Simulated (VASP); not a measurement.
H11NO4: single point with PBE+D3(BJ)

The system is H11NO4.

```
O H N
1.0
     5.23054    0.00000    0.00000
     0.00000    5.23054    0.00000
     0.00000    0.00000    5.23054
O H N
4 11 1
Direct
  0.05479 0.63571 0.10083
  0.56918 0.42766 0.44319
  0.42390 0.80126 0.76789
  0.17860 0.11582 0.36822
  0.17298 0.66854 0.96046
  0.10689 0.46764 0.17155
  0.42919 0.32693 0.36604
  0.68190 0.43756 0.30182
  0.33979 0.94162 0.67418
  0.50798 0.69396 0.64863
  0.08831 0.12765 0.53851
  0.15151 0.93953 0.31417
  0.73398 0.09515 0.76771
  0.98087 0.12964 0.96922
  0.82649 0.37044 0.84327
  0.89983 0.19698 0.80220
```

```json
{"Program": "VASP 6.6.1", "Task": "single point", "Functional": "PBE", "Dispersion": "D3(BJ)", "Potentials or basis": "VASP PAW PBE potentials, release 64 (O, H, N)", "Cutoff": "520 eV", "k mesh": "1 × 1 × 1", "Occupations": "fermi-dirac, width 0.05 eV", "Spin": "no spin polarisation", "Dipole correction": "no", "Further INCAR settings": "LREAL = Auto; ALGO = Normal; EDIFF = 1e-06; NBANDS = 34"}
```

```
Pressure                   : 2.0 GPa
Largest force              : 2.582 eV/Å
Band gap on the k mesh     : 4.68 eV
Dispersion energy per atom : -0.038 eV
```

Forces on the atoms (eV/Å):
```
O   -0.401 -0.513  0.957
O   -0.761 -0.109  0.228
O   -1.120  1.691  1.597
O    0.114 -0.012  0.170
H    0.696  0.193 -0.465
H   -0.136  0.587 -0.169
H   -0.250 -0.251  0.675
H    1.321  0.499 -0.862
H    0.505 -0.571 -0.075
H    0.546 -1.200 -1.604
H   -0.771  0.805  0.138
H   -0.018 -0.507 -0.602
H    0.642 -0.320  0.178
H   -0.451  0.013 -0.213
H    0.384  0.703 -0.030
N   -0.301 -1.008  0.077
```

Stress tensor (GPa, compression positive):
```
 2.95  0.23 -1.52
 0.23  0.79  1.47
-1.52  1.47  2.17
```

Levels at points of the mesh, in eV from the valence-band top:
| k point | band 17 | band 18 | band 19 | band 20 | band 21 | band 22 | band 23 | band 24 |
| --- | --- | --- | --- | --- | --- | --- | --- | --- |
| (0.00, 0.00, 0.00) | -0.92 | -0.59 | -0.54 | 0.00 | 4.68 | 8.46 | 9.14 | 9.39 |

Run time: 19 s on 1 thread of AMD EPYC 7R13 Processor (Zen 3) (shared host), peak memory 0.21 GiB.

Caveat: the k points lie up to 1.20 Å⁻¹ apart.
